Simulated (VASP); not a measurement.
A run of VASP 6.6.1:

POSCAR

```
BN
1.0
    2.4676475277      0.0000000000      0.0000000000
   -1.2338237638      2.1370454466      0.0000000000
    0.0000000000      0.0000000000      4.2077449346
B N
2 2
Direct
    0.6666666667      0.3333333333      0.9997995909
    0.3333333333      0.6666666667      0.4997995909
    0.6666666667      0.3333333333      0.6252004091
    0.3333333333      0.6666666667      0.1252004091
```

Contents of INCAR.step1:

```
SYSTEM = BN
PREC     = Accurate       ! precision mode
ENCUT    = 520            ! plane-wave cutoff, eV
ISMEAR   = 0              ! smearing method
SIGMA    = 0.05           ! smearing width, eV
LREAL    = .FALSE.        ! projectors in reciprocal space
LASPH    = .TRUE.         ! aspherical terms in the spheres
NELM     = 60             ! most SCF steps
NBANDS   = 16             ! bands
GGA      = PE             ! functional
ALGO     = Normal         ! electronic algorithm
EDIFF    = 1E-4           ! SCF threshold, eV
LWAVE    = .TRUE.         ! write WAVECAR
LCHARG   = .FALSE.        ! write CHGCAR
```

Contents of INCAR.step2:

```
SYSTEM = BN
PREC     = Accurate       ! precision mode
ENCUT    = 520            ! plane-wave cutoff, eV
EDIFF    = 1E-6           ! SCF threshold, eV
ISMEAR   = 0              ! smearing method
SIGMA    = 0.05           ! smearing width, eV
LREAL    = .FALSE.        ! projectors in reciprocal space
LASPH    = .TRUE.         ! aspherical terms in the spheres
NELM     = 60             ! most SCF steps
ALGO     = Normal         ! electronic algorithm
ISIF     = 2              ! what is computed and relaxed
LWAVE    = .FALSE.        ! write WAVECAR
LCHARG   = .FALSE.        ! write CHGCAR
METAGGA  = R2SCAN         ! meta-GGA
LMIXTAU  = .TRUE.       
NBANDS   = 16             ! bands
ISTART   = 1
```

File KPOINTS:

```
Automatic mesh
0
G
  12 12 6
  0 0 0
```

Potentials or basis: VASP PAW PBE potentials, release 64 (B, N).

Command:

```console
$ cat potpaw_PBE.64/B/POTCAR potpaw_PBE.64/N/POTCAR > POTCAR
$ cp INCAR.step1 INCAR
$ mpirun -np 1 vasp_std > vasp.out
$ cp INCAR.step2 INCAR
$ mpirun -np 1 vasp_std > vasp.out
```

Hardware: 1 thread of Intel(R) Xeon(R) 6975P-C (Granite Rapids), with other jobs on the host.

Q: Estimate the wall time of this run.

A: Run time: 51 s on 1 thread of Intel(R) Xeon(R) 6975P-C (Granite Rapids), on a shared host, peak memory 0.14 GiB. Counts: k points 76.
